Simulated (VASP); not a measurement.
A run of VASP 6.6.1:

File INCAR:

```
SYSTEM = Ba
PREC = Accurate
ENCUT = 600
EDIFF = 1E-6
ISMEAR = -1
SIGMA = 0.05
LREAL = .FALSE.
LASPH = .TRUE.
NELM = 60
ALGO = Fast
ISIF = 3
LWAVE = .FALSE.
LCHARG = .FALSE.
GGA = PS
IVDW = 12
IBRION = 2
NSW = 60
EDIFFG = -0.01
```

KPOINTS

```
Automatic mesh
0
G
  8 8 8
  0 0 0
```

The input POSCAR:

```
Ba
1.0
   -2.5065000000      2.5065000000      2.5065000000
    2.5065000000     -2.5065000000      2.5065000000
    2.5065000000      2.5065000000     -2.5065000000
Ba
1
Direct
    0.0000000000      0.0000000000      0.0000000000
```

Potentials or basis: VASP PAW PBE potentials, release 64 (Ba_sv).

Launch:

```bash
$ cat potpaw_PBE.64/Ba_sv/POTCAR > POTCAR
$ mpirun -np 1 vasp_std > vasp.out
```

Hardware: 1 thread of Intel Xeon 6975P-C (shared host).

Question: How long does it take, and how much memory?

Answer: It took 88 s on 1 thread of Intel Xeon 6975P-C, on a shared host, peak memory 0.23 GiB. Counts: scf iterations 57, k points 29, ion steps 5.
